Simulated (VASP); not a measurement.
Here is a VASP 6.6.1 calculation.

INCAR

```
PREC = Accurate
ENCUT = 520
EDIFF = 1E-6
ISMEAR = 0
SIGMA = 0.1
LREAL = F
LASPH = T
NELM = 100
ALGO = Normal
ISIF = 2
LWAVE = F
LCHARG = F
GGA = PE
NBANDS = 21
```

The input KPOINTS:

```
Automatic mesh
0
Gamma
  4 4 2
```

Contents of POSCAR:

```
CsNaP2
1.0
    3.9779433500      0.0000000000      0.0000000000
    0.0000000000      3.9779433500      0.0000000000
    0.0000000000      0.0000000000      7.9558867100
Cs Na P
1 1 2
Direct
    0.0000000000      0.0000000000      0.5000000000
    0.0000000000      0.0000000000      0.0000000000
    0.5000000000      0.5000000000      0.2500000000
    0.5000000000      0.5000000000      0.7500000000
```

Potentials or basis: VASP PAW PBE potentials, release 64 (Cs_sv, Na_pv, P).

Run with:

```sh
$ cat potpaw_PBE.64/Cs_sv/POTCAR potpaw_PBE.64/Na_pv/POTCAR potpaw_PBE.64/P/POTCAR > POTCAR
$ mpirun -np 1 vasp_std > vasp.out
```

**Question.** Predict the largest force.

**Answer.** 1.025 eV/Å.

**Question.** Estimate the pressure.

**Answer.** -2.0 GPa.

**Question.** What does it give for the band gap on the k mesh?

**Answer.** Zero (band 13 reaches 1.95 eV, above the bottom of band 14 at 0.45 eV).

Stress tensor (GPa, compression positive):
```
-2.39  0.00  0.00
 0.00 -2.39  0.00
 0.00  0.00 -1.35
```

Caveat: the k points lie up to 0.39 Å⁻¹ apart; spin-orbit coupling is left out, which moves the levels of the heavy elements; forces of over 1 eV/Å act on the atoms, so gaps and moduli don't describe the material at rest.
